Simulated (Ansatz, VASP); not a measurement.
AlRu in VASP and in Ansatz

INCAR

```
PREC = Accurate
ENCUT = 600
EDIFF = 1E-7
ISMEAR = 0
SIGMA = 0.1
LREAL = False
LASPH = True
NELM = 100
ALGO = Normal
ISIF = 3
LWAVE = False
LCHARG = False
GGA = PE
IBRION = 2
NSW = 90
EDIFFG = -0.04
ISYM = 0
```

KPOINTS

```
regular mesh
0
Gamma
  3 3 3
```

The input POSCAR:

```
AlRu
1.0
    4.7051160000      0.1213320000      0.2927400000
    0.1213320000      4.5067910000      0.0752270000
    0.2927400000      0.0752270000      5.1367600000
Al Ru
4 4
Direct
    0.0182370914      0.2715063381      0.1596596589
    0.0003743430      0.3099912645      0.6926064916
    0.2987309136      0.8570210064      0.2368842187
    0.5149736913      0.2654874046      0.8856892633
    0.7706534053      0.7419734543      0.9969574396
    0.4864226412      0.3461387914      0.3845048837
    0.2895491473      0.7917842840      0.7427629088
    0.8170179117      0.8391229243      0.4821434819
```

Input for Ansatz:

```yaml
crystal:
  lattice:
    - [4.705116, 0.121332, 0.29274]
    - [0.121332, 4.506791, 0.075227]
    - [0.29274, 0.075227, 5.13676]
  atoms:
    - { symbol: Al, position: [0.0182370914, 0.2715063381, 0.1596596589] }
    - { symbol: Al, position: [0.000374343, 0.3099912645, 0.6926064916] }
    - { symbol: Al, position: [0.2987309136, 0.8570210064, 0.2368842187] }
    - { symbol: Al, position: [0.5149736913, 0.2654874046, 0.8856892633] }
    - { symbol: Ru, position: [0.7706534053, 0.7419734543, 0.9969574396] }
    - { symbol: Ru, position: [0.4864226412, 0.3461387914, 0.3845048837] }
    - { symbol: Ru, position: [0.2895491473, 0.791784284, 0.7427629088] }
    - { symbol: Ru, position: [0.8170179117, 0.8391229243, 0.4821434819] }
  symmetry: { detect: false }
basis:
  ecutwfc: 420
kpoints:
  mp_grid: { grid: [3, 3, 3], shift: [0.0, 0.0, 0.0] }
hamiltonian:
  xc: pbe
scf:
  occupations: { method: gaussian, width: 0.1 }
  lower_state_search: "off"
output:
  forces: true
  stress: true
  eigenvalues: true
relax:
  adjacent_minimum: "off"
  f_tol: 0.04
  max_steps: 70
  cell: { stress_tol: 0.3 }
```

Alike in both runs: task relaxation of cell and atoms; functional PBE; k mesh 3 × 3 × 3; occupations gaussian, width 0.1 eV; no spin polarisation.

```csv
,VASP,Ansatz
version,VASP 6.6.1,Ansatz 0.2.0
potentials or method,"VASP PAW PBE potentials, release 64 (Al, Ru_pv), cutoff 600 eV","scalar-relativistic, plane waves, PAW"
valence electrons in the cell,68,76
```

Ansatz gave:

| Item | Value |
| --- | --- |
| gap on the k mesh at the Fermi level, each at its own relaxed structure (eV) | none |
| relaxed volume (Å³/atom) | 14.10 |
| relaxed cell length with the largest relative difference (Å) | 4.224 |

Q: Which values does VASP return?

A: gap on the k mesh at the Fermi level, each at its own relaxed structure (eV): none; relaxed volume (Å³/atom): 14.09; relaxed cell length with the largest relative difference (Å): 4.223.

A gap of «none» marks a metal or a gap that the smearing closes. VASP's potentials hold 68 valence electrons a cell and Ansatz's 76, so a difference there can come from the potentials and not from the codes.

The k mesh is coarse, so the values compare programs but aren't converged.
